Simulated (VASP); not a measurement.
# LiHg2 (Fd-3m) in VASP: notebook

The runs below take LiHg2 through relaxation of cell and atoms, with PBE.

Everything below comes from runs of VASP 6.6.1. Logs are shortened: lines on timing, memory, paths and dates and some standing lists are left out, and cuts for length are marked.

**1. The cell of the first run**

The structure is cubic, space group Fd-3m (No. 227). The conventional cell has a = 7.950 Å, b = 7.950 Å, c = 7.950 Å, α = 90.00°, β = 90.00°, γ = 90.00°. Within 4.3 Å of Li (site symmetry -43m) lie 12 Hg at 3.30 Å and 4 Li at 3.44 Å. Within 3.7 Å of Hg (site symmetry -3m) lie 6 Hg at 2.81 Å and 6 Li at 3.30 Å.

**2. Relaxation of cell and atoms, PBE**

The input, INCAR:

```
ALGO = Normal
EDIFF = 1E-7
EDIFFG = -0.04
ENCUT = 600
GGA = PE
IBRION = 2
ISIF = 3
ISMEAR = 0
LASPH = True
LCHARG = False
LREAL = False
LWAVE = False
NELM = 80
NSW = 90
PREC = Accurate
SIGMA = 0.1
```

The input, KPOINTS:

```
k-points
0
Gamma
  4 4 4
```

The input, POSCAR:

```
LiHg2
1.0
    0.0000000000      3.9749358901      3.9749358901
    3.9749358901      0.0000000000      3.9749358901
    3.9749358901      3.9749358901      0.0000000000
Li Hg
2 4
Direct
    0.0000000000      0.0000000000      0.0000000000
    0.2500000000      0.2500000000      0.2500000000
    0.6250000000      0.6250000000      0.6250000000
    0.1250000000      0.6250000000      0.6250000000
    0.6250000000      0.6250000000      0.1250000000
    0.6250000000      0.1250000000      0.6250000000
```

Potentials or basis: VASP PAW PBE potentials, release 64 (Li_sv, Hg).

Launch:

```console
$ cat potpaw_PBE.64/Li_sv/POTCAR potpaw_PBE.64/Hg/POTCAR > POTCAR
$ mpirun -np 1 vasp_std > vasp.out
```

OUTCAR:

```text
EDIFF = 1E-7
   EDIFFG = -0.04
   ENCUT = 600
   GGA = PE
   IBRION = 2
   ISIF = 3
   ISMEAR = 0
   LASPH = True
   LREAL = False
   NELM = 80
   NSW = 90
   PREC = Accurate

 ion  position               nearest neighbor table
   1  0.000  0.000  0.000-
   2  0.250  0.250  0.250-
   3  0.625  0.625  0.625-   4 2.81   5 2.81   6 2.81   5 2.81   6 2.81   4 2.81
   4  0.125  0.625  0.625-   3 2.81   5 2.81   6 2.81   3 2.81   5 2.81   6 2.81
   5  0.625  0.625  0.125-   3 2.81   3 2.81   4 2.81   6 2.81   6 2.81   4 2.81
   6  0.625  0.125  0.625-   3 2.81   5 2.81   3 2.81   4 2.81   5 2.81   4 2.81

  LATTYP: Found a face centered cubic cell.
 ALAT       =     7.9498717802

  Lattice vectors:

 A1 = (   0.0000000000,   3.9749358901,   3.9749358901)
 A2 = (   3.9749358901,   0.0000000000,   3.9749358901)
 A3 = (   3.9749358901,   3.9749358901,   0.0000000000)

Analysis of symmetry for initial positions (statically):
=====================================================================
 Subroutine PRICEL returns:
 Original cell was already a primitive cell.

 Routine SETGRP: Setting up the symmetry group for a
 face centered cubic supercell.

 Subroutine GETGRP returns: Found 48 space group operations
 (whereof 24 operations were pure point group operations)
 out of a pool of 48 trial point group operations.

The static configuration has the point symmetry T_d .
 The point group associated with its full space group is O_h .

Analysis of symmetry for dynamics (positions and initial velocities):
=====================================================================
 Subroutine PRICEL returns:
 Original cell was already a primitive cell.

 Routine SETGRP: Setting up the symmetry group for a
 face centered cubic supercell.

 Subroutine GETGRP returns: Found 48 space group operations
 (whereof 24 operations were pure point group operations)
 out of a pool of 48 trial point group operations.

The dynamic configuration has the point symmetry T_d .
 The point group associated with its full space group is O_h .

 Subroutine INISYM returns: Found 48 space group operations
 (whereof 24 operations are pure point group operations),
 and found     1 'primitive' translations

----------------------------------------------------------------------------------------

                                     Primitive cell

  volume of cell :     125.6089

  direct lattice vectors                    reciprocal lattice vectors
     0.000000000  3.974935890  3.974935890    -0.125788192  0.125788192  0.125788192
     3.974935890  0.000000000  3.974935890     0.125788192 -0.125788192  0.125788192
     3.974935890  3.974935890  0.000000000     0.125788192  0.125788192 -0.125788192

  length of vectors
     5.621408245  5.621408245  5.621408245     0.217871540  0.217871540  0.217871540

  position of ions in fractional coordinates (direct lattice)
     0.000000000  0.000000000  0.000000000
     0.250000000  0.250000000  0.250000000
     0.625000000  0.625000000  0.625000000
     0.125000000  0.625000000  0.625000000
     0.625000000  0.625000000  0.125000000
     0.625000000  0.125000000  0.625000000

  ion indices of the primitive-cell ions
   primitive index   ion index
                 1           1
                 2           2
                 3           3
                 4           4
                 5           5
                 6           6

----------------------------------------------------------------------------------------

 KPOINTS: k-points

Automatic generation of k-mesh.
 Grid dimensions read from file:
 generate k-points for:    4    4    4

 Generating k-lattice:

  Cartesian coordinates                     Fractional coordinates (reciprocal lattice)
    -0.031447048  0.031447048  0.031447048     0.250000000  0.000000000  0.000000000
     0.031447048 -0.031447048  0.031447048     0.000000000  0.250000000  0.000000000
     0.031447048  0.031447048 -0.031447048     0.000000000  0.000000000  0.250000000

  Length of vectors
     0.054467885  0.054467885  0.054467885

  Shift w.r.t. Gamma in fractional coordinates (k-lattice)
     0.000000000  0.000000000  0.000000000

 Subroutine IBZKPT returns following result:
 ===========================================

 Found      8 irreducible k-points:

 Following reciprocal coordinates:
            Coordinates               Weight
  0.000000  0.000000  0.000000      1.000000
  0.250000  0.000000  0.000000      8.000000
  0.500000  0.000000  0.000000      4.000000
  0.250000  0.250000  0.000000      6.000000
  0.500000  0.250000  0.000000     24.000000
 -0.250000  0.250000  0.000000     12.000000
  0.500000  0.500000  0.000000      3.000000
 -0.250000  0.500000  0.250000      6.000000
   k-points           NKPTS =      8   k-points in BZ     NKDIM =      8   number of bands    NBANDS=     32
   number of dos      NEDOS =    301   number of ions     NIONS =      6
   total plane-waves  NPLWV = 110592
   dimension x,y,z NGX =    48 NGY =   48 NGZ =   48
   dimension x,y,z NGXF=    96 NGYF=   96 NGZF=   96
   ions per type =               2   4
   NGX,Y,Z   is equivalent  to a cutoff of  14.20, 14.20, 14.20 a.u.
   NGXF,Y,Z  is equivalent  to a cutoff of  28.39, 28.39, 28.39 a.u.
 SYSTEM =  unknown system
   PREC   = accura    normal or accurate (medium, high low for compatibility)
   ISTART =      0    job   : 0-new  1-cont  2-samecut
   ICHARG =      2    charge: 1-file 2-atom 10-const
   ISPIN  =      1    spin polarized calculation?
   LNONCOLLINEAR =      F non collinear calculations
   LSORBIT =      F    spin-orbit coupling
   LASPH  =      T    aspherical Exc in radial PAW
   ENCUT  =  600.0 eV  44.10 Ry    6.64 a.u.  11.23 11.23 11.23*2*pi/ulx,y,z
   NELM   =     80;   NELMIN=  2; NELMDL= -5     # of ELM steps
   EDIFF  = 0.1E-06   stopping-criterion for ELM
   LREAL  =      F    real-space projection
   EDIFFG = -.4E-01   stopping-criterion for IOM
   NSW    =     90    number of steps for IOM
   IBRION =      2    ionic relax: 0-MD 1-quasi-New 2-CG
   NFREE  =      1    steps in history (QN), initial steepest desc. (CG)
   ISIF   =      3    stress and relaxation
   ISYM   =      2    0-nonsym 1-usesym 2-fastsym
   POTIM  = 0.5000    time-step for ionic-motion
   TEBEG  =    0.0;   TEEND  =   0.0 temperature during run
   PSTRESS=    0.0 pullay stress
   NELECT =      54.0000    total number of electrons
   NUPDOWN=      -1.0000    fix difference up-down
   EMIN   =  10.00;   EMAX   =-10.00  energy-range for DOS
   EFERMI =   0.00;   METHOD = LEGACY
   ISMEAR =     0;   SIGMA  =   0.10  broadening in eV -4-tet -1-fermi 0-gaus
   EFERMI_NEDOS =   21; number of points for ismear=-14 and -15
   IALGO  =     38    algorithm
   IMIX   =      4    mixing-type and parameters
     AMIX     =   0.40;   BMIX     =  1.00
     AMIX_MAG =   1.60;   BMIX_MAG =  1.00
  volume/ion in A,a.u.               =      20.93       141.28
  Fermi-wavevector in a.u.,A,eV,Ry     =   1.235566  2.334881 20.770972  1.526623
  Thomas-Fermi vector in A             =   2.370210
   LORBIT       =      0    0 simple, 1 ext, 2 COOP (PROOUT), +10 PAW based schemes
   GGA     = PE    functional components
   LHFCALC =     F    Hartree Fock is set to
   AEXX    =    0.0000 exact exchange contribution
   IVDW    =     0    specifies the selected vdW correction
   LEPSILON=     F    determine dielectric tensor
   LRPA    =     F    only Hartree local field effects (RPA)
 conjugate gradient relaxation of ions
 non-spin polarized calculation
 Gauss-broadening in eV      SIGMA  =   0.10
  energy-cutoff  :      600.00
  volume of cell :      125.61
 maximum number of plane-waves:      4279
 NGX is ok and might be reduce to    48
   NGX = 23   NGY = 23   NGZ = 23

--------------------------------------- Ionic step        1  -------------------------------------------

 number of electron      53.9999998 magnetization

 Free energy of the ion-electron system (eV)
  ---------------------------------------------------
  ext. energy  EPLUGINS =         0.00000000
  ---------------------------------------------------
  free energy    TOTEN  =        -4.69877450 eV

  energy without entropy =       -4.69117082  energy(sigma->0) =       -4.69497266

------------------------ aborting loop because EDIFF is reached ----------------------------------------

  FORCE on cell =-STRESS in cart. coord.  units (eV):
  Direction    XX          YY          ZZ          XY          YZ          ZX
  --------------------------------------------------------------------------------------
  -------------------------------------------------------------------------------------
  Total        6.6988736      6.6988736      6.6988736      0.0000000     -0.0000000      0.0000000
  in kB       85.4460483     85.4460483     85.4460483      0.0000000     -0.0000000      0.0000000
  external PRESSURE =      85.4460483 kB  Pullay stress =       0.0000000 kB
[... 105 lines left out ...]
  energy  without entropy=       -5.2097080299  energy(sigma->0) =       -5.21028435

--------------------------------------- Ionic step        4  -------------------------------------------

 number of electron      53.9999994 magnetization

 Free energy of the ion-electron system (eV)
  ---------------------------------------------------
  ext. energy  EPLUGINS =         0.00000000
  ---------------------------------------------------
  free energy    TOTEN  =        -5.21646915 eV

  energy without entropy =       -5.21554965  energy(sigma->0) =       -5.21600940

 E-fermi :   1.7885     XC(G=0):  -9.1198

 val. band max:        1.6516517755   @ k =   0.0000   0.0000   0.0000
 cond. band min:       1.9601335701   @ k =   0.5000   0.0000   0.0000
 fundamental gap:      0.3084817946
 Fermi energy:         1.7885023624

 k-point     1 :       0.0000    0.0000    0.0000
  band No.  band energies     occupation
      1     -45.8247      2.00000
      2     -45.8236      2.00000
      3      -7.5445      2.00000
      4      -6.3279      2.00000
      5      -6.3279      2.00000
      6      -6.3279      2.00000
[... 302 lines left out ...]
  FREE ENERGIE OF THE ION-ELECTRON SYSTEM (eV)
  ---------------------------------------------------
  free  energy   TOTEN  =        -5.2164691531 eV

  energy  without entropy=       -5.2155496505  energy(sigma->0) =       -5.21600940

 reached required accuracy - stopping structural energy minimisation
```

It took 2.1 min on 1 thread of Intel Xeon Platinum 8488C (Sapphire Rapids), shared host; peak memory 0.34 GiB.

Results:

| Quantity | Value |
| --- | --- |
| Free energy | -5.2165 eV |
| Relaxed volume | 25.05 Å³/atom |
| Relaxed cell | a = 5.968 Å, b = 5.968 Å, c = 5.968 Å, α = 60.00°, β = 60.00°, γ = 60.00° |
| Space group after relaxing (to 0.05 Å) | Fd-3m (No. 227) |
| Energy gained by relaxing | 86.3 meV/atom |
| Ionic steps | 4 |
| Pressure after relaxing | 0.0 GPa |
| Band gap on the k mesh | zero (band 27 reaches 2.97 eV, above the bottom of band 28 at 1.12 eV) |

Step by step:
```tsv
step	energy change (eV)	largest force (eV/Å)	pressure (GPa)	volume (Å³)
1	0.0000	0.0000	8.54	125.61
2	-0.5113	0.0000	0.68	147.02
3	-0.5121	0.0000	-0.58	153.20
4	-0.5177	0.0000	-0.02	150.27
```

Final structure:
```
CELL_PARAMETERS angstrom
0.00000 4.21972 4.21972
4.21972 0.00000 4.21972
4.21972 4.21972 0.00000
ATOMIC_POSITIONS crystal
Li 0.00000 0.00000 0.00000
Li 0.25000 0.25000 0.25000
Hg 0.62500 0.62500 0.62500
Hg 0.12500 0.62500 0.62500
Hg 0.62500 0.62500 0.12500
Hg 0.62500 0.12500 0.62500
```

Caveat: the cutoff is under 1.25 times the usual one of these potentials, so pressure, stress and relaxed cells hold a basis-set (Pulay) error; the volume moved by over 15 % at a fixed basis, so the end points are rough; spin-orbit coupling is left out, which moves the levels of the heavy elements.

**3. Relaxation of cell and atoms, PBE**

This run uses another cell than the first one, of 24.63 Å³/atom, 1.177 times its volume.

The input, INCAR:

```
ALGO = Fast ; EDIFF = 1E-6
EDIFFG = -0.01 ; ENCUT = 600
GGA = PE ; IBRION = 2
ISIF = 3 ; ISMEAR = 0
LASPH = True ; LCHARG = False
LREAL = False ; LWAVE = False
NELM = 80 ; NSW = 100
PREC = Accurate ; SIGMA = 0.1
```

The input, KPOINTS:

```
k-points
0
Gamma
  8 8 8
```

The input, POSCAR:

```
LiHg2
1.0
    0.0000000000      4.1964094497      4.1964094497
    4.1964094497      0.0000000000      4.1964094497
    4.1964094497      4.1964094497      0.0000000000
Li Hg
2 4
Direct
    0.5000000000      0.5000000000      0.5000000000
    0.7500000000      0.7500000000      0.7500000000
    0.1250000000      0.1250000000      0.1250000000
    0.6250000000      0.1250000000      0.1250000000
    0.1250000000      0.1250000000      0.6250000000
    0.1250000000      0.6250000000      0.1250000000
```

Potentials or basis: VASP PAW PBE potentials, release 64 (Li_sv, Hg).

Launch:

```console
$ cat potpaw_PBE.64/Li_sv/POTCAR potpaw_PBE.64/Hg/POTCAR > POTCAR
$ mpirun -np 1 vasp_std > vasp.out
```

Wall time 6.1 min (1 thread of Intel Xeon Platinum 8488C (Sapphire Rapids), shared host); peak memory 0.41 GiB.

Results (log left out):

```yaml
Free_energy: -4.9044 eV
Relaxed_volume: 25.00 Å³/atom
Relaxed_cell: a = 5.964 Å, b = 5.964 Å, c = 5.964 Å, α = 60.00°, β = 60.00°, γ = 60.00°
Space_group_after_relaxing_to_0.05_Å: Fd-3m (No. 227)
Energy_gained_by_relaxing: 0.5 meV/atom
Ionic_steps: 3
Pressure_after_relaxing: 0.0 GPa
Band_gap_on_the_k_mesh: zero (band 27 reaches 2.97 eV, above the bottom of band 28 at 1.13 eV)
```

Step by step:
```csv
step,energy change (eV),largest force (eV/Å),pressure (GPa),volume (Å³)
1,0.0000,0.0000,0.42,147.80
2,-0.0024,0.0000,0.15,149.18
3,-0.0027,0.0000,-0.01,150.01
```

Final structure:
```
Li Hg
1.0
     0.00000    4.21726    4.21726
     4.21726    0.00000    4.21726
     4.21726    4.21726    0.00000
Li Hg
2 4
Direct
  0.50000 0.50000 0.50000
  0.75000 0.75000 0.75000
  0.12500 0.12500 0.12500
  0.62500 0.12500 0.12500
  0.12500 0.12500 0.62500
  0.12500 0.62500 0.12500
```

Levels at points of the mesh, in eV from the Fermi level:
| k point | band 23 | band 24 | band 25 | band 26 | band 27 | band 28 | band 29 | band 30 | band 31 | band 32 |
| --- | --- | --- | --- | --- | --- | --- | --- | --- | --- | --- |
| (0.00, 0.00, 0.00) | -5.80 | -1.54 | -0.44 | -0.44 | -0.44 | -0.33 | -0.33 | -0.33 | 1.91 | 1.91 |
| (0.50, 0.00, 0.00) | -5.80 | -5.62 | -1.38 | -1.38 | -1.24 | -0.01 | -0.01 | 2.90 | 3.98 | 4.15 |
| (0.50, 0.50, 0.00) | -5.99 | -5.99 | -2.63 | -2.63 | -0.85 | -0.85 | 3.48 | 3.48 | 5.09 | 5.09 |

Caveat: the cutoff is under 1.25 times the usual one of these potentials, so pressure, stress and relaxed cells hold a basis-set (Pulay) error; spin-orbit coupling is left out, which moves the levels of the heavy elements.
